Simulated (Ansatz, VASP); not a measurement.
**One calculation of Au, two programs**

```
CELL_PARAMETERS angstrom
0.00000 2.07491 2.07491
2.07491 0.00000 2.07491
2.07491 2.07491 0.00000
ATOMIC_POSITIONS crystal
Au 0.00000 0.00000 0.00000
```

Change from the starting cell: volume scaled by 1.06.

Alike in both runs: task single point; functional RPBE; dispersion D4; k mesh 11 × 11 × 11; occupations fermi-dirac, width 0.025 eV; collinear spin.

|  | VASP | Ansatz |
| --- | --- | --- |
| version | VASP 6.6.1 | Ansatz 0.2.0 |
| potentials or method | VASP PAW PBE potentials, release 64 (Au), cutoff 520 eV | all-electron LAPW, Dirac moment of small components |

```csv
,VASP,Ansatz,Ansatz less VASP
gap on the k mesh at the Fermi level (eV),none,none,-
pressure (GPa),-5.9,-5.7,+0.23
net moment per atom (μB),0.00,0.00,0.000
```

VASP's potentials were made for PBE, not for RPBE. A gap of «none» marks a metal or a gap that the smearing closes. Ansatz ran all-electron here, and VASP with PAW potentials.

Neither program's run includes spin-orbit coupling.
